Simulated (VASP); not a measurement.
# Si2NF2 (P-3m1) in VASP: relaxation of cell and atoms with PBE

Aim: the relaxation of cell and atoms of Si2NF2 with PBE.

All numbers are computed with VASP 6.6.1; they aren't measurements. Logs are shortened: lines on timing, memory, paths and dates and some standing lists are left out, and cuts for length are marked.

### 1 The cell of the first run

It takes space group P-3m1 (No. 164, trigonal). Conventional cell: a = 3.198 Å, b = 3.198 Å, c = 7.807 Å, α = 90.00°, β = 90.00°, γ = 120.00°. Within 2.9 Å of Si (site symmetry 3m) lie 3 N at 2.21 Å and 3 F at 2.37 Å. N (site symmetry -3m) has 6 Si at 2.21 Å within 2.9 Å. F (site symmetry 3m) has 3 Si at 2.37 Å and 9 F at 3.05 to 3.20 Å and 3 N at 3.26 Å within 3.3 Å.

The cell was built from a structure type or drawn by symmetry, and may not be a known phase.

### 2 Relaxation of cell and atoms, PBE

INCAR reads:

```
  ALGO = Normal
  EDIFF = 1E-7
  EDIFFG = -0.04
  ENCUT = 910
  GGA = PE
  GGA_COMPAT = False
  IBRION = 2
  ISIF = 3
  ISMEAR = 0
  LASPH = True
  LCHARG = False
  LREAL = False
  LWAVE = False
  NELM = 120
  NELMIN = 4
  NSW = 90
  PREC = Accurate
  SIGMA = 0.1
```

KPOINTS reads:

```
k-points
0
Gamma
  6 6 2
```

POSCAR reads:

```
Si2NF2
1.0
    3.1975020200      0.0000000000      0.0000000000
   -1.5987510100      2.7691179800      0.0000000000
    0.0000000000      0.0000000000      7.8073356200
Si N F
2 1 2
Direct
    0.3333333300      0.6666666700      0.3453400100
    0.6666666700      0.3333333300      0.6546599900
    0.0000000000      0.0000000000      0.5000000000
    0.3333333300      0.6666666700      0.8444100000
    0.6666666700      0.3333333300      0.1555900000
```

Potentials or basis: VASP PAW PBE potentials, release 64 (Si, N_h, F_h).

On the command line:

```
> cat potpaw_PBE.64/Si/POTCAR potpaw_PBE.64/N_h/POTCAR potpaw_PBE.64/F_h/POTCAR > POTCAR
> mpirun -np 1 vasp_std > vasp.out
```

OUTCAR:

```text
EDIFF = 1E-7
   EDIFFG = -0.04
   ENCUT = 910
   GGA = PE
   IBRION = 2
   ISIF = 3
   ISMEAR = 0
   LASPH = True
   LREAL = False
   NELM = 120
   NELMIN = 4
   NSW = 90
   PREC = Accurate

 ion  position               nearest neighbor table
   1  0.333  0.667  0.345-   3 2.21   3 2.21   3 2.21   2 3.04   2 3.04   2 3.04
   2  0.667  0.333  0.655-   3 2.21   3 2.21   3 2.21   1 3.04   1 3.04   1 3.04
   3  0.000  0.000  0.500-   1 2.21   2 2.21   2 2.21   1 2.21   2 2.21   1 2.21
   4  0.333  0.667  0.844-
   5  0.667  0.333  0.156-

  LATTYP: Found a hexagonal cell.
 ALAT       =     3.1975020200
 C/A-ratio  =     2.4416984168

  Lattice vectors:

 A1 = (   3.1975020200,   0.0000000000,   0.0000000000)
 A2 = (  -1.5987510100,   2.7691179800,   0.0000000000)
 A3 = (   0.0000000000,   0.0000000000,   7.8073356200)

Analysis of symmetry for initial positions (statically):
=====================================================================
 Subroutine PRICEL returns:
 Original cell was already a primitive cell.

 Routine SETGRP: Setting up the symmetry group for a
 hexagonal supercell.

 Subroutine GETGRP returns: Found 12 space group operations
 (whereof 12 operations were pure point group operations)
 out of a pool of 24 trial point group operations.

The static configuration has the point symmetry D_3d.

Analysis of symmetry for dynamics (positions and initial velocities):
=====================================================================
 Subroutine PRICEL returns:
 Original cell was already a primitive cell.

 Routine SETGRP: Setting up the symmetry group for a
 hexagonal supercell.

 Subroutine GETGRP returns: Found 12 space group operations
 (whereof 12 operations were pure point group operations)
 out of a pool of 24 trial point group operations.

The dynamic configuration has the point symmetry D_3d.

 Subroutine INISYM returns: Found 12 space group operations
 (whereof 12 operations are pure point group operations),
 and found     1 'primitive' translations

----------------------------------------------------------------------------------------

                                     Primitive cell

  volume of cell :      69.1282

  direct lattice vectors                    reciprocal lattice vectors
     3.197502020  0.000000000  0.000000000     0.312744134  0.180562910  0.000000000
    -1.598751010  2.769117980  0.000000000     0.000000000  0.361125820  0.000000000
     0.000000000  0.000000000  7.807335620     0.000000000  0.000000000  0.128084669

  length of vectors
     3.197502020  3.197502022  7.807335620     0.361125820  0.361125820  0.128084669

  position of ions in fractional coordinates (direct lattice)
     0.333333330  0.666666670  0.345340010
     0.666666670  0.333333330  0.654659990
     0.000000000  0.000000000  0.500000000
     0.333333330  0.666666670  0.844410000
     0.666666670  0.333333330  0.155590000

  ion indices of the primitive-cell ions
   primitive index   ion index
                 1           1
                 2           2
                 3           3
                 4           4
                 5           5

----------------------------------------------------------------------------------------

 KPOINTS: k-points

Automatic generation of k-mesh.
 Grid dimensions read from file:
 generate k-points for:    6    6    2

 Generating k-lattice:

  Cartesian coordinates                     Fractional coordinates (reciprocal lattice)
     0.052124022  0.030093818  0.000000000     0.166666667 -0.000000000  0.000000000
     0.000000000  0.060187637  0.000000000     0.000000000  0.166666667  0.000000000
     0.000000000  0.000000000  0.064042335     0.000000000  0.000000000  0.500000000

  Length of vectors
     0.060187637  0.060187637  0.064042335

  Shift w.r.t. Gamma in fractional coordinates (k-lattice)
     0.000000000  0.000000000  0.000000000

 Subroutine IBZKPT returns following result:
 ===========================================

 Found     14 irreducible k-points:

 Following reciprocal coordinates:
            Coordinates               Weight
  0.000000  0.000000  0.000000      1.000000
  0.166667 -0.000000  0.000000      6.000000
  0.333333 -0.000000  0.000000      6.000000
  0.500000 -0.000000  0.000000      3.000000
  0.166667  0.166667  0.000000      6.000000
  0.333333  0.166667  0.000000     12.000000
  0.333333  0.333333  0.000000      2.000000
  0.000000  0.000000  0.500000      1.000000
  0.166667 -0.000000  0.500000      6.000000
  0.333333 -0.000000  0.500000      6.000000
  0.500000 -0.000000  0.500000      3.000000
  0.166667  0.166667  0.500000      6.000000
  0.333333  0.166667  0.500000     12.000000
  0.333333  0.333333  0.500000      2.000000
   k-points           NKPTS =     14   k-points in BZ     NKDIM =     14   number of bands    NBANDS=     17
   number of dos      NEDOS =    301   number of ions     NIONS =      5
   total plane-waves  NPLWV =  81920
   dimension x,y,z NGX =    32 NGY =   32 NGZ =   80
   dimension x,y,z NGXF=    64 NGYF=   64 NGZF=  160
   ions per type =               2   1   2
   NGX,Y,Z   is equivalent  to a cutoff of  16.64, 16.64, 17.03 a.u.
   NGXF,Y,Z  is equivalent  to a cutoff of  33.28, 33.28, 34.07 a.u.
 SYSTEM =  unknown system
   PREC   = accura    normal or accurate (medium, high low for compatibility)
   ISTART =      0    job   : 0-new  1-cont  2-samecut
   ICHARG =      2    charge: 1-file 2-atom 10-const
   ISPIN  =      1    spin polarized calculation?
   LNONCOLLINEAR =      F non collinear calculations
   LSORBIT =      F    spin-orbit coupling
   LASPH  =      T    aspherical Exc in radial PAW
   ENCUT  =  910.0 eV  66.88 Ry    8.18 a.u.   7.86  7.86 19.20*2*pi/ulx,y,z
   NELM   =    120;   NELMIN=  4; NELMDL= -5     # of ELM steps
   EDIFF  = 0.1E-06   stopping-criterion for ELM
   LREAL  =      F    real-space projection
   EDIFFG = -.4E-01   stopping-criterion for IOM
   NSW    =     90    number of steps for IOM
   IBRION =      2    ionic relax: 0-MD 1-quasi-New 2-CG
   NFREE  =      1    steps in history (QN), initial steepest desc. (CG)
   ISIF   =      3    stress and relaxation
   ISYM   =      2    0-nonsym 1-usesym 2-fastsym
   POTIM  = 0.5000    time-step for ionic-motion
   TEBEG  =    0.0;   TEEND  =   0.0 temperature during run
   PSTRESS=    0.0 pullay stress
   NELECT =      27.0000    total number of electrons
   NUPDOWN=      -1.0000    fix difference up-down
   EMIN   =  10.00;   EMAX   =-10.00  energy-range for DOS
   EFERMI =   0.00;   METHOD = LEGACY
   ISMEAR =     0;   SIGMA  =   0.10  broadening in eV -4-tet -1-fermi 0-gaus
   EFERMI_NEDOS =   21; number of points for ismear=-14 and -15
   IALGO  =     38    algorithm
   IMIX   =      4    mixing-type and parameters
     AMIX     =   0.40;   BMIX     =  1.00
     AMIX_MAG =   1.60;   BMIX_MAG =  1.00
  volume/ion in A,a.u.               =      13.83        93.30
  Fermi-wavevector in a.u.,A,eV,Ry     =   1.196679  2.261396 19.484099  1.432041
  Thomas-Fermi vector in A             =   2.332613
   LORBIT       =      0    0 simple, 1 ext, 2 COOP (PROOUT), +10 PAW based schemes
   GGA     = PE    functional components
   LHFCALC =     F    Hartree Fock is set to
   AEXX    =    0.0000 exact exchange contribution
   IVDW    =     0    specifies the selected vdW correction
   LEPSILON=     F    determine dielectric tensor
   LRPA    =     F    only Hartree local field effects (RPA)
 conjugate gradient relaxation of ions
 non-spin polarized calculation
 Gauss-broadening in eV      SIGMA  =   0.10
  energy-cutoff  :      910.00
  volume of cell :       69.13
 maximum number of plane-waves:      4344
 NGX is ok and might be reduce to    32
   NGX = 15   NGY = 15   NGZ = 39

--------------------------------------- Ionic step        1  -------------------------------------------

 number of electron      26.9999995 magnetization

 Free energy of the ion-electron system (eV)
  ---------------------------------------------------
  ext. energy  EPLUGINS =         0.00000000
  ---------------------------------------------------
  free energy    TOTEN  =       -25.10815562 eV

  energy without entropy =      -25.08449648  energy(sigma->0) =      -25.09632605

------------------------ aborting loop because EDIFF is reached ----------------------------------------

  FORCE on cell =-STRESS in cart. coord.  units (eV):
  Direction    XX          YY          ZZ          XY          YZ          ZX
  --------------------------------------------------------------------------------------
  -------------------------------------------------------------------------------------
  Total       -3.4225225     -3.4225225     -4.7496618      0.0000000      0.0000000      0.0000000
  in kB      -79.3234794    -79.3234795   -110.0824609      0.0000000      0.0000000      0.0000000
  external PRESSURE =     -89.5764733 kB  Pullay stress =       0.0000000 kB
[... 98 lines left out ...]
  FREE ENERGIE OF THE ION-ELECTRON SYSTEM (eV)
  ---------------------------------------------------
  free  energy   TOTEN  =       -25.7885958568 eV

  energy  without entropy=      -25.7838221246  energy(sigma->0) =      -25.78620899

 E-fermi :   6.0810     XC(G=0): -10.0058

 val. band max:        5.9897718136   @ k =   0.3333  -0.0000   0.5000
 cond. band min:       6.1221038818   @ k =   0.1667  -0.0000   0.0000
 fundamental gap:      0.1323320682
 Fermi energy:         6.0809690126

 k-point     1 :       0.0000    0.0000    0.0000
  band No.  band energies     occupation
      1     -19.0046      2.00000
      2     -18.8898      2.00000
      3     -11.2938      2.00000
      4      -3.9689      2.00000
      5      -1.4865      2.00000
      6       0.1083      2.00000
[... 9 lines left out ...]
     16      10.4420      0.00000
     17      10.4420      0.00000
[... 243 lines left out ...]
      1     -18.6266      2.00000
      2     -18.6266      2.00000
      3      -9.1702      2.00000
      4      -3.2337      2.00000
      5      -3.2337      2.00000
      6      -1.8334      2.00000
[... 9 lines left out ...]
     16       9.7552      0.00000
     17       9.7552      0.00000

[... ionic steps 4 to 19 ...]

--------------------------------------- Ionic step       20  -------------------------------------------

 number of electron      26.9999998 magnetization

------------------------ aborting loop because EDIFF is reached ----------------------------------------

  FORCE on cell =-STRESS in cart. coord.  units (eV):
  Direction    XX          YY          ZZ          XY          YZ          ZX
  --------------------------------------------------------------------------------------
  -------------------------------------------------------------------------------------
  Total        0.2277309      0.2277309      0.2396298     -0.0000000     -0.0000000      0.0000000
  in kB        5.4780912      5.4780912      5.7643214     -0.0000000     -0.0000000      0.0000000
  external PRESSURE =       5.5735013 kB  Pullay stress =       0.0000000 kB
[... 63 lines left out ...]
  energy  without entropy=      -25.8512094456  energy(sigma->0) =      -25.85615053

--------------------------------------- Ionic step       22  -------------------------------------------

 number of electron      26.9999996 magnetization

 Free energy of the ion-electron system (eV)
  ---------------------------------------------------
  ext. energy  EPLUGINS =         0.00000000
  ---------------------------------------------------
  free energy    TOTEN  =       -25.86062630 eV

  energy without entropy =      -25.85069614  energy(sigma->0) =      -25.85566122

 E-fermi :   5.3670     XC(G=0):  -9.4980

 val. band max:        5.3230340457   @ k =   0.3333  -0.0000   0.0000
 cond. band min:       5.3818205749   @ k =   0.3333  -0.0000   0.5000
 fundamental gap:      0.0587865292
 Fermi energy:         5.3669673243

 k-point     1 :       0.0000    0.0000    0.0000
  band No.  band energies     occupation
      1     -19.8288      2.00000
      2     -19.7837      2.00000
      3     -11.9135      2.00000
      4      -4.2475      2.00000
      5      -1.8686      2.00000
      6      -0.8928      2.00000
[... 9 lines left out ...]
     16       9.1467      0.00000
     17       9.1467      0.00000
[... 290 lines left out ...]
  FREE ENERGIE OF THE ION-ELECTRON SYSTEM (eV)
  ---------------------------------------------------
  free  energy   TOTEN  =       -25.8606262994 eV

  energy  without entropy=      -25.8506961411  energy(sigma->0) =      -25.85566122

 reached required accuracy - stopping structural energy minimisation
```

Wall time 8.6 min (1 thread of Intel Xeon Platinum 8259CL at 2.50GHz (Skylake/Cascade Lake), shared host); peak memory 0.3 GiB.

What came out:

```yaml
Free_energy: -25.8606 eV
Relaxed_volume: 13.62 Å³/atom
Relaxed_cell: a = 3.204 Å, b = 3.204 Å, c = 7.663 Å, α = 90.00°, β = 90.00°, γ = 120.00°
Space_group_after_relaxing_to_0.1_Å: P-3m1 (No. 164)
Energy_gained_by_relaxing: 150.5 meV/atom
Ionic_steps: 22
Pressure_after_relaxing: -0.1 GPa
Largest_force_after_relaxing: 0.032 eV/Å
Band_gap_on_the_k_mesh: zero (an odd number of electrons rules out a gap without spin polarisation)
```

Forces in eV/Å, atoms in the order of the input:
```
Si   0.000  0.000  0.032
Si   0.000  0.000 -0.032
N    0.000  0.000  0.000
F    0.000  0.000  0.032
F    0.000  0.000 -0.032
```

The path:
```tsv
step	energy change (eV)	largest force (eV/Å)	pressure (GPa)	volume (Å³)
1	0.0000	2.1820	-8.96	69.13
2	-0.6804	0.2073	1.98	61.68
3	-0.6804	0.2025	2.01	61.66
4	-0.7011	0.1851	0.06	62.87
5	-0.7032	0.2911	-0.76	63.42
6	-0.7202	0.2050	-0.78	63.74
7	-0.7372	0.1327	-1.21	64.48
8	-0.7395	0.0080	1.06	63.41
9	-0.7409	0.0461	0.19	63.81
10	-0.7418	0.0416	0.19	63.91
11	-0.7442	0.0686	0.19	64.20
12	-0.7466	0.1446	0.20	64.77
13	-0.7474	0.1137	0.15	64.88
14	-0.7488	0.0597	-0.02	65.22
15	-0.7480	0.1656	-0.32	65.89
16	-0.7491	0.0905	-0.12	65.44
17	-0.7497	0.0843	-0.05	65.54
18	-0.7511	0.0759	0.18	65.84
19	-0.7517	0.1282	0.65	66.44
20	-0.7521	0.1120	0.56	66.60
21	-0.7529	0.0635	0.32	67.11
22	-0.7525	0.0325	-0.15	68.12
```

Final structure:
```cif
data_structure
_symmetry_space_group_name_H-M 'P 1'
_symmetry_Int_Tables_number 1
_cell_length_a 3.2040
_cell_length_b 3.2040
_cell_length_c 7.6628
_cell_angle_alpha 90.000
_cell_angle_beta 90.000
_cell_angle_gamma 120.000
_cell_volume 68.12
loop_
_atom_site_label
_atom_site_type_symbol
_atom_site_fract_x
_atom_site_fract_y
_atom_site_fract_z
_atom_site_occupancy
Si1 Si 0.33333 0.66667 0.34262 1
Si2 Si 0.66667 0.33333 0.65738 1
N1 N 0.00000 0.00000 0.50000 1
F1 F 0.33333 0.66667 0.80084 1
F2 F 0.66667 0.33333 0.19916 1
```

Caveat: the k points lie up to 0.41 Å⁻¹ apart in the final cell, too coarse for converged energies and pressures of a metal; the cutoff is under 1.25 times the usual one of these potentials, so pressure, stress and relaxed cells hold a basis-set (Pulay) error; this functional lacks dispersion, which binds the layers, so the pressure and a relaxed spacing across them are unreliable; an odd number of electrons without spin polarisation forces a metal; a magnetic or distorted state may lie lower.
